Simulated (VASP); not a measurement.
Wanted: the native input for a VASP 6.6.1 run.

```
Task                               : single point
Functional                         : r2SCANh
Potentials or basis                : VASP PAW PBE potentials, release 64 (Pd)
Cutoff                             : 520 eV
k mesh                             : 6 × 6 × 6
Occupations                        : fermi-dirac, width 0.05 eV
Spin                               : no spin polarisation
Dipole correction                  : no
Grid for exact exchange (PRECFOCK) : Normal
Further INCAR settings             : ALGO = Normal; EDIFF = 1e-06; NBANDS = 11
```

Crystal: Pd.

```
Pd
1.0
     0.00000    1.93344    1.93344
     1.93344    0.00000    1.93344
     1.93344    1.93344    0.00000
Pd
1
Direct
  0.00000 0.00000 0.00000
```

One way to write it, as run:

POSCAR

```
Pd
1.0
    0.0000000000      1.9334358480      1.9334358480
    1.9334358480      0.0000000000      1.9334358480
    1.9334358480      1.9334358480      0.0000000000
Pd
1
Direct
    0.0000000000      0.0000000000      0.0000000000
```

INCAR.step1

```
SYSTEM = Pd
ALGO = Normal
EDIFF = 1E-5
ENCUT = 520
GGA = PE
ISIF = 2
ISMEAR = -1
LASPH = .True.
LCHARG = .False.
LREAL = .False.
LWAVE = .True.
NBANDS = 11
NELM = 100
PREC = Accurate
SIGMA = 0.05
```

INCAR.step2

```
SYSTEM = Pd
AEXX = 0.1
ALGO = Normal
EDIFF = 1E-6
ENCUT = 520
ISIF = 2
ISMEAR = -1
ISTART = 1
LASPH = .True.
LCHARG = .False.
LHFCALC = .True.
LMIXTAU = .True.
LREAL = .False.
LWAVE = .False.
METAGGA = R2SCAN
NBANDS = 11
NELM = 100
PREC = Accurate
PRECFOCK = Normal
SIGMA = 0.05
```

KPOINTS

```
k-points
0
Gamma
  6 6 6
  0 0 0
```

Potentials or basis: VASP PAW PBE potentials, release 64 (Pd).

Run with:

```console
$ cat potpaw_PBE.64/Pd/POTCAR > POTCAR
$ cp INCAR.step1 INCAR
$ mpirun -np 1 vasp_std > vasp.out
$ cp INCAR.step2 INCAR
$ mpirun -np 1 vasp_std > vasp.out
```

It gave:

The pressure is 3.9 GPa. The band gap on the k mesh is zero (band 5 reaches 10.08 eV, above the bottom of band 6 at 7.80 eV).

Caveat: the k points lie up to 0.47 Å⁻¹ apart; the PAW data sets were made with another functional, which shifts forces and pressure a little.

It took 5.9 min on 1 thread of AMD EPYC 7R13 Processor (Zen 3) (shared host), peak memory 0.11 GiB.
